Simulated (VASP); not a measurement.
# Te6Mo3H (a cell with a defect) in VASP: a series of runs

Runs on Te6Mo3H (a cell with a defect). Level: PBEsol+D3(BJ). Tasks: single point.

Everything below comes from runs of VASP 6.6.1. Logs are shortened: lines on timing, memory, paths and dates and some standing lists are left out, and cuts for length are marked.

## (1) The cell of the first run

The cell holds a defect, 10 atoms: a = 3.433 Å, b = 3.433 Å, c = 20.770 Å, α = 90.00°, β = 90.00°, γ = 120.00°.

## (2) Single point, PBEsol+D3(BJ)

The input, INCAR:

```
SYSTEM = Te6Mo3H
PREC = Accurate
ENCUT = 400
EDIFF = 1E-6
ISMEAR = 0
SIGMA = 0.05
LREAL = .False.
LASPH = .True.
NELM = 120
ALGO = Normal
ISIF = 2
LWAVE = .False.
LCHARG = .False.
GGA = PS
IVDW = 12
NBANDS = 50
GGA_COMPAT = .False.
```

The input, KPOINTS:

```
regular mesh
0
Gamma
  9 9 2
  0 0 0
```

The input, POSCAR:

```
Te6Mo3H
1.0
    3.4334342720      0.0000000000      0.0000000000
   -1.7167171360      2.9734413017      0.0000000000
    0.0000000000      0.0000000000     20.7704294686
Te Mo H
6 3 1
Direct
    0.0000000000      0.0000000000      0.9125759363
    0.3333333333      0.6666666667      0.5917818730
    0.3333333333      0.6666666667      0.2333053354
    0.3333333333      0.6666666667      0.7666946646
    0.3333333333      0.6666666667      0.4082181270
    0.0000000000      0.0000000000      0.0874240637
    0.0000000000      0.0000000000      0.6791511892
    0.0000000000      0.0000000000      0.3208488108
    0.3333333333      0.6666666667      0.0000000000
   -0.3856431633     -0.3594882483      0.8356769680
```

Potentials or basis: VASP PAW PBE potentials, release 64 (Te, Mo_sv, H).

The run is started by

```
$ cat potpaw_PBE.64/Te/POTCAR potpaw_PBE.64/Mo_sv/POTCAR potpaw_PBE.64/H/POTCAR > POTCAR
$ mpirun -np 1 vasp_std > vasp.out
```

OUTCAR:

```text
SYSTEM = Te6Mo3H
   PREC = Accurate
   ENCUT = 400
   EDIFF = 1E-6
   ISMEAR = 0
   LREAL = .False.
   LASPH = .True.
   NELM = 120
   ISIF = 2
   GGA = PS
   IVDW = 12
 IVDW          = 12

 ion  position               nearest neighbor table
   1  0.000  0.000  0.913-  10 2.05   9 2.69   9 2.69   9 2.69   4 3.62   4 3.62   4 3.62   6 3.63

   2  0.333  0.667  0.592-   7 2.69   7 2.69   7 2.69   4 3.63
   3  0.333  0.667  0.233-   8 2.69   8 2.69   8 2.69   6 3.62   6 3.62   6 3.62   5 3.63
   4  0.333  0.667  0.767-  10 1.75   7 2.69   7 2.69   7 2.69   1 3.62   1 3.62   1 3.62   2 3.63

   5  0.333  0.667  0.408-   8 2.69   8 2.69   8 2.69   3 3.63
   6  0.000  0.000  0.087-   9 2.69   9 2.69   9 2.69   3 3.62   3 3.62   3 3.62   1 3.63
   7  0.000  0.000  0.679-   2 2.69   2 2.69   2 2.69   4 2.69   4 2.69   4 2.69
   8  0.000  0.000  0.321-   5 2.69   5 2.69   5 2.69   3 2.69   3 2.69   3 2.69
   9  0.333  0.667  0.000-   1 2.69   6 2.69   1 2.69   6 2.69   1 2.69   6 2.69
  10  0.614  0.641  0.836-   4 1.75   1 2.05

  LATTYP: Found a hexagonal cell.
 ALAT       =     3.4334342720
 C/A-ratio  =     6.0494617992

  Lattice vectors:

 A1 = (   3.4334342720,   0.0000000000,   0.0000000000)
 A2 = (  -1.7167171360,   2.9734413017,   0.0000000000)
 A3 = (   0.0000000000,   0.0000000000,  20.7704294686)

Analysis of symmetry for initial positions (statically):
=====================================================================
 Subroutine PRICEL returns:
 Original cell was already a primitive cell.

 Routine SETGRP: Setting up the symmetry group for a
 hexagonal supercell.

 Subroutine GETGRP returns: Found  1 space group operations
 (whereof  1 operations were pure point group operations)
 out of a pool of 24 trial point group operations.

The static configuration has the point symmetry C_1 .

Analysis of symmetry for dynamics (positions and initial velocities):
=====================================================================
 Subroutine PRICEL returns:
 Original cell was already a primitive cell.

 Routine SETGRP: Setting up the symmetry group for a
 hexagonal supercell.

 Subroutine GETGRP returns: Found  1 space group operations
 (whereof  1 operations were pure point group operations)
 out of a pool of 24 trial point group operations.

The dynamic configuration has the point symmetry C_1 .

 Subroutine INISYM returns: Found  1 space group operations
 (whereof  1 operations are pure point group operations),
 and found     1 'primitive' translations

----------------------------------------------------------------------------------------

                                     Primitive cell

  volume of cell :     212.0477

  direct lattice vectors                    reciprocal lattice vectors
     3.433434272  0.000000000  0.000000000     0.291253573  0.168155329  0.000000000
    -1.716717136  2.973441302  0.000000000     0.000000000  0.336310658  0.000000000
     0.000000000  0.000000000 20.770429469     0.000000000  0.000000000  0.048145369

  length of vectors
     3.433434272  3.433434272 20.770429469     0.336310658  0.336310658  0.048145369

  position of ions in fractional coordinates (direct lattice)
     0.000000000  0.000000000  0.912575936
     0.333333333  0.666666667  0.591781873
     0.333333333  0.666666667  0.233305335
     0.333333333  0.666666667  0.766694665
     0.333333333  0.666666667  0.408218127
     0.000000000  0.000000000  0.087424064
     0.000000000  0.000000000  0.679151189
     0.000000000  0.000000000  0.320848811
     0.333333333  0.666666667  0.000000000
     0.614356837  0.640511752  0.835676968

  ion indices of the primitive-cell ions
   primitive index   ion index
                 1           1
                 2           2
                 3           3
                 4           4
                 5           5
                 6           6
                 7           7
                 8           8
                 9           9
                10          10

----------------------------------------------------------------------------------------

 KPOINTS: regular mesh

Automatic generation of k-mesh.
 Grid dimensions read from file:
 generate k-points for:    9    9    2

 Generating k-lattice:

  Cartesian coordinates                     Fractional coordinates (reciprocal lattice)
     0.032361508  0.018683925  0.000000000     0.111111111  0.000000000  0.000000000
     0.000000000  0.037367851  0.000000000     0.000000000  0.111111111  0.000000000
     0.000000000  0.000000000  0.024072685     0.000000000  0.000000000  0.500000000

  Length of vectors
     0.037367851  0.037367851  0.024072685

  Shift w.r.t. Gamma in fractional coordinates (k-lattice)
     0.000000000  0.000000000  0.000000000

 Subroutine IBZKPT returns following result:
 ===========================================

 Found     82 irreducible k-points:

 Following reciprocal coordinates:
            Coordinates               Weight
  0.000000  0.000000  0.000000      1.000000
  0.111111  0.000000  0.000000      2.000000
  0.000000  0.111111  0.000000      2.000000
 -0.111111  0.111111  0.000000      2.000000
  0.222222  0.000000  0.000000      2.000000
  0.000000  0.222222  0.000000      2.000000
[... 16 lines left out ...]
  0.333333  0.111111  0.000000      2.000000
 -0.111111  0.444444  0.000000      2.000000
 [... further k-points ...]
   k-points           NKPTS =     82   k-points in BZ     NKDIM =     82   number of bands    NBANDS=     50
   number of dos      NEDOS =    301   number of ions     NIONS =     10
   total plane-waves  NPLWV =  80640
   dimension x,y,z NGX =    24 NGY =   24 NGZ =  140
   dimension x,y,z NGXF=    48 NGYF=   48 NGZF=  280
   ions per type =               6   3   1
   NGX,Y,Z   is equivalent  to a cutoff of  11.62, 11.62, 11.21 a.u.
   NGXF,Y,Z  is equivalent  to a cutoff of  23.24, 23.24, 22.41 a.u.
 SYSTEM =  Te6Mo3H
   PREC   = accura    normal or accurate (medium, high low for compatibility)
   ISTART =      0    job   : 0-new  1-cont  2-samecut
   ICHARG =      2    charge: 1-file 2-atom 10-const
   ISPIN  =      1    spin polarized calculation?
   LNONCOLLINEAR =      F non collinear calculations
   LSORBIT =      F    spin-orbit coupling
   LASPH  =      T    aspherical Exc in radial PAW
   ENCUT  =  400.0 eV  29.40 Ry    5.42 a.u.   5.60  5.60 33.87*2*pi/ulx,y,z
   NELM   =    120;   NELMIN=  2; NELMDL= -5     # of ELM steps
   EDIFF  = 0.1E-05   stopping-criterion for ELM
   LREAL  =      F    real-space projection
   EDIFFG = 0.1E-04   stopping-criterion for IOM
   NSW    =      0    number of steps for IOM
   IBRION =     -1    ionic relax: 0-MD 1-quasi-New 2-CG
   NFREE  =      0    steps in history (QN), initial steepest desc. (CG)
   ISIF   =      2    stress and relaxation
   ISYM   =      2    0-nonsym 1-usesym 2-fastsym
   POTIM  = 0.5000    time-step for ionic-motion
   TEBEG  =    0.0;   TEEND  =   0.0 temperature during run
   PSTRESS=    0.0 pullay stress
   NELECT =      79.0000    total number of electrons
   NUPDOWN=      -1.0000    fix difference up-down
   EMIN   =  10.00;   EMAX   =-10.00  energy-range for DOS
   EFERMI =   0.00;   METHOD = LEGACY
   ISMEAR =     0;   SIGMA  =   0.05  broadening in eV -4-tet -1-fermi 0-gaus
   EFERMI_NEDOS =   21; number of points for ismear=-14 and -15
   IALGO  =     38    algorithm
   IMIX   =      4    mixing-type and parameters
     AMIX     =   0.40;   BMIX     =  1.00
     AMIX_MAG =   1.60;   BMIX_MAG =  1.00
  volume/ion in A,a.u.               =      21.20       143.10
  Fermi-wavevector in a.u.,A,eV,Ry     =   1.177984  2.226067 18.880069  1.387646
  Thomas-Fermi vector in A             =   2.314321
   LORBIT       =      0    0 simple, 1 ext, 2 COOP (PROOUT), +10 PAW based schemes
   GGA     = PS    functional components
   LHFCALC =     F    Hartree Fock is set to
   AEXX    =    0.0000 exact exchange contribution
   IVDW    =    12    specifies the selected vdW correction
   LEPSILON=     F    determine dielectric tensor
   LRPA    =     F    only Hartree local field effects (RPA)
 non-spin polarized calculation
 Gauss-broadening in eV      SIGMA  =   0.05
  energy-cutoff  :      400.00
  volume of cell :      212.05
 maximum number of plane-waves:      3908
   NGX = 11   NGY = 11   NGZ = 67

 number of electron      78.9999990 magnetization

 Free energy of the ion-electron system (eV)
  ---------------------------------------------------
  ext. energy  EPLUGINS =         0.00000000
  ---------------------------------------------------
  free energy    TOTEN  =       -60.46802315 eV

  energy without entropy =      -60.46422993  energy(sigma->0) =      -60.46612654

 E-fermi :   9.5427     XC(G=0): -10.9253

 val. band max:        9.5317092556   @ k =  -0.4444  -0.2222   0.0000
 cond. band min:       9.5535996649   @ k =  -0.1111   0.4444   0.0000
 fundamental gap:      0.0218904094
 Fermi energy:         9.5426682785

 k-point     1 :       0.0000    0.0000    0.0000
  band No.  band energies     occupation
      1     -51.7238      2.00000
      2     -51.6558      2.00000
      3     -51.6014      2.00000
      4     -26.0025      2.00000
      5     -25.9229      2.00000
      6     -25.8569      2.00000
[... 42 lines left out ...]
     49      12.4809      0.00000
     50      12.6764      0.00000

 k-point     2 :       0.1111    0.0000    0.0000
  band No.  band energies     occupation
      1     -51.7222      2.00000
      2     -51.6541      2.00000
      3     -51.5998      2.00000
      4     -25.9980      2.00000
      5     -25.9183      2.00000
      6     -25.8523      2.00000
[... 1158 lines left out ...]
 k-point    24 :      -0.1111    0.4444    0.0000
  band No.  band energies     occupation
      1     -51.7108      2.00000
      2     -51.6428      2.00000
      3     -51.5885      2.00000
      4     -25.9732      2.00000
      5     -25.9243      2.00000
      6     -25.8894      2.00000
[... 42 lines left out ...]
     49      11.9955      0.00000
     50      12.2172      0.00000

 [... further k-points ...]

------------------------ aborting loop because EDIFF is reached ----------------------------------------

 Edisp (eV)   -5.04359

 E8    (eV) :    -3.4315

  FORCE on cell =-STRESS in cart. coord.  units (eV):
  Direction    XX          YY          ZZ          XY          YZ          ZX
  --------------------------------------------------------------------------------------
  -------------------------------------------------------------------------------------
  Total       1.06007     0.92443     2.71178    -0.31190     0.13589     2.02369
  in kB       8.00963     6.98474    20.48953    -2.35667     1.02679    15.29050
  external pressure =       11.83 kB  Pullay stress =        0.00 kB

 VOLUME and BASIS-vectors are now :
 -----------------------------------------------------------------------------
  energy-cutoff  :      400.00
  volume of cell :      212.05
      direct lattice vectors                 reciprocal lattice vectors
     3.433434272  0.000000000  0.000000000     0.291253573  0.168155329  0.000000000
    -1.716717136  2.973441302  0.000000000     0.000000000  0.336310658  0.000000000
     0.000000000  0.000000000 20.770429469     0.000000000  0.000000000  0.048145369

 POSITION                                       TOTAL-FORCE (eV/Angst)
 -----------------------------------------------------------------------------------
      0.00000      0.00000     18.95459         0.213198      0.105728      0.342868
     -0.00000      1.98229     12.29156        -0.044767      0.036095     -0.187837
     -0.00000      1.98229      4.84585         0.000598     -0.002118     -0.042981
     -0.00000      1.98229     15.92458        -0.664712     -0.088252     -0.925510
     -0.00000      1.98229      8.47887        -0.000405     -0.000953      0.052627
      0.00000      0.00000      1.81584        -0.011102      0.020478      0.138545
      0.00000      0.00000     14.10626        -0.189387      0.144735      0.056418
      0.00000      0.00000      6.66417         0.002040     -0.000390     -0.006815
     -0.00000      1.98229      0.00000        -0.018215      0.118222     -0.047813
      1.00978      1.90452     17.35737         0.712752     -0.333545      0.620498
 -----------------------------------------------------------------------------------
    total drift:                               -0.000017      0.000186     -0.000102

  FREE ENERGIE OF THE ION-ELECTRON SYSTEM (eV)
  ---------------------------------------------------
  free  energy   TOTEN  =       -65.5116089137 eV

  energy  without entropy=      -65.5078156978  energy(sigma->0) =      -65.50971231
```

Run time: 7.1 min. Hardware: 1 thread of Intel Xeon 6975P-C (Granite Rapids), shared host; peak memory 0.59 GiB.

Results:

* Free energy: -65.5116 eV
* Pressure: 1.2 GPa
* Largest force: 1.143 eV/Å
* Band gap on the k mesh: zero (an odd number of electrons rules out a gap without spin polarisation)
* Dispersion energy per atom: -0.504 eV

Forces in eV/Å, atoms in the order of the input:
```
Te   0.213  0.106  0.343
Te  -0.045  0.036 -0.188
Te   0.001 -0.002 -0.043
Te  -0.665 -0.088 -0.926
Te   0.000 -0.001  0.053
Te  -0.011  0.020  0.139
Mo  -0.189  0.145  0.056
Mo   0.002  0.000 -0.007
Mo  -0.018  0.118 -0.048
H    0.713 -0.334  0.620
```

Stress tensor (GPa, compression positive):
```
 0.80 -0.24  1.53
-0.24  0.70  0.10
 1.53  0.10  2.05
```

Caveat: the PAW data sets were made with another functional, which shifts forces and pressure a little; spin-orbit coupling is left out, which moves the levels of the heavy elements.

## (3) Single point, PBEsol+D3(BJ)

The input, INCAR:

```
ALGO = Normal ; EDIFF = 1E-6
ENCUT = 400 ; GGA = PS
GGA_COMPAT = F ; ISIF = 2
ISMEAR = 0 ; IVDW = 12
LASPH = T ; LCHARG = T
LELF = T ; LREAL = F
LVHAR = T ; LWAVE = F
NBANDS = 50 ; NELM = 120
PREC = Accurate ; SIGMA = 0.05
```

The input, KPOINTS:

```
k-points
0
Gamma
  9 9 2
```

POSCAR: that of step 2 with these lines changed.

```diff
@@ -17,2 +17,2 @@
     0.3333333333      0.6666666667      0.0000000000
-   -0.3856431633     -0.3594882483      0.8356769680
+   -0.1356431633     -0.3594882483      0.5856769680
```

Potentials or basis: VASP PAW PBE potentials, release 64 (Te, Mo_sv, H).

The run is started by

```
$ cat potpaw_PBE.64/Te/POTCAR potpaw_PBE.64/Mo_sv/POTCAR potpaw_PBE.64/H/POTCAR > POTCAR
$ mpirun -np 1 vasp_std > vasp.out
```

It took 7.4 min on 1 thread of Intel Xeon 6975P-C (Granite Rapids), shared host; peak memory 0.6 GiB.

The run converged. Its results:

```
Free energy                : -64.4585 eV
Pressure                   : 3.8 GPa
Largest force              : 2.761 eV/Å
Band gap on the k mesh     : zero (an odd number of electrons rules out a gap without spin polarisation)
Dispersion energy per atom : -0.503 eV
```

Forces in eV/Å, atoms in the order of the input:
```
Te   0.002  0.017 -0.041
Te   2.418 -0.255 -1.308
Te   0.000 -0.002 -0.040
Te  -0.014 -0.051  0.025
Te  -0.004 -0.003  0.085
Te   0.000  0.001  0.050
Mo   0.105  0.602  1.832
Mo  -0.002  0.000  0.012
Mo  -0.001 -0.001  0.006
H   -2.503 -0.308 -0.619
```

Stress tensor (GPa, compression positive):
```
8.49 0.07 0.37
0.07 0.41 0.81
0.37 0.81 2.41
```

Levels at points of the mesh, in eV from the Fermi level:
| k point | band 35 | band 36 | band 37 | band 38 | band 39 | band 40 | band 41 | band 42 | band 43 | band 44 |
| --- | --- | --- | --- | --- | --- | --- | --- | --- | --- | --- |
| (0.00, 0.00, 0.00) | -1.49 | -1.48 | -1.48 | -0.58 | -0.42 | 0.17 | 1.75 | 2.37 | 2.48 | 2.57 |
| (0.00, 0.00, 0.50) | -1.48 | -1.48 | -1.41 | -0.58 | -0.42 | 0.17 | 1.75 | 2.37 | 2.48 | 2.57 |

Caveat: the PAW data sets were made with another functional, which shifts forces and pressure a little; spin-orbit coupling is left out, which moves the levels of the heavy elements.

## (4) Single point, PBEsol+D3(BJ)

The input, INCAR:

```
ALGO     = Normal         # electronic algorithm
EDIFF    = 1E-6           # SCF threshold, eV
ENCUT    = 400            # plane-wave cutoff, eV
GGA      = PS             # functional
GGA_COMPAT= F            
ISIF     = 2              # what is computed and relaxed
ISMEAR   = 0              # smearing method
IVDW     = 12             # dispersion correction
LASPH    = T              # aspherical terms in the spheres
LCHARG   = F              # write CHGCAR
LREAL    = F              # projectors in reciprocal space
LWAVE    = F              # write WAVECAR
NBANDS   = 50             # bands
NELM     = 120            # most SCF steps
PREC     = Accurate       # precision mode
SIGMA    = 0.05           # smearing width, eV
```

KPOINTS is that of step 3.

POSCAR: that of step 3 with these lines changed.

```diff
@@ -17,2 +17,2 @@
     0.3333333333      0.6666666667      0.0000000000
-   -0.1356431633     -0.3594882483      0.5856769680
+    0.2810235033      0.2238450850      0.1690103014
```

The run is started by

```
$ cat potpaw_PBE.64/Te/POTCAR potpaw_PBE.64/Mo_sv/POTCAR potpaw_PBE.64/H/POTCAR > POTCAR
$ mpirun -np 1 vasp_std > vasp.out
```

Wall time 5.2 min (1 thread of Intel Xeon 6975P-C (Granite Rapids), shared host); peak memory 0.6 GiB.

It converged, with:

| Item | Value |
| --- | --- |
| Free energy | -65.5146 eV |
| Pressure | 1.0 GPa |
| Largest force | 0.601 eV/Å |
| Band gap on the k mesh | zero (an odd number of electrons rules out a gap without spin polarisation) |
| Dispersion energy per atom | -0.504 eV |

Forces on the atoms (eV/Å):
```
Te  -0.037 -0.019 -0.159
Te   0.001  0.001 -0.057
Te   0.056  0.194  0.289
Te   0.003  0.002  0.038
Te  -0.038 -0.003  0.155
Te  -0.120 -0.293 -0.511
Mo   0.000 -0.001  0.021
Mo  -0.169 -0.036  0.172
Mo  -0.162 -0.110  0.204
H    0.465  0.266 -0.153
```

Stress tensor (GPa, compression positive):
```
0.82 0.03 0.23
0.03 0.43 0.83
0.23 0.83 1.73
```

Levels at points of the mesh, in eV from the Fermi level:
| k point | band 35 | band 36 | band 37 | band 38 | band 39 | band 40 | band 41 | band 42 | band 43 | band 44 |
| --- | --- | --- | --- | --- | --- | --- | --- | --- | --- | --- |
| (0.00, 0.00, 0.00) | -1.42 | -1.42 | -1.24 | -0.81 | -0.43 | 1.06 | 2.14 | 2.44 | 2.50 | 2.62 |
| (0.00, 0.00, 0.50) | -1.43 | -1.42 | -1.15 | -0.82 | -0.43 | 1.06 | 2.14 | 2.45 | 2.50 | 2.61 |

Caveat: the PAW data sets were made with another functional, which shifts forces and pressure a little; spin-orbit coupling is left out, which moves the levels of the heavy elements.

## (5) The runs side by side

```tsv
cell	gap on the mesh (eV)	pressure (GPa)	largest force (eV/Å)
as given, atomic positions A	none	1.2	1.14
as given, atomic positions B	none	3.8	2.76
as given, atomic positions C	none	1.0	0.60
```

Alike in all rows: task single point; level PBEsol+D3(BJ); potentials or basis VASP PAW PBE potentials, release 64 (Te, Mo_sv, H); no spin polarisation; k mesh 9 × 9 × 2; cutoff (eV) 400; smearing gaussian 0.05 eV.

Caveats: the PAW data sets were made with another functional, which shifts forces and pressure a little; spin-orbit coupling is left out, which moves the levels of the heavy elements.

Total energies depend on the potentials used, so only differences within one code and one set of settings carry meaning.
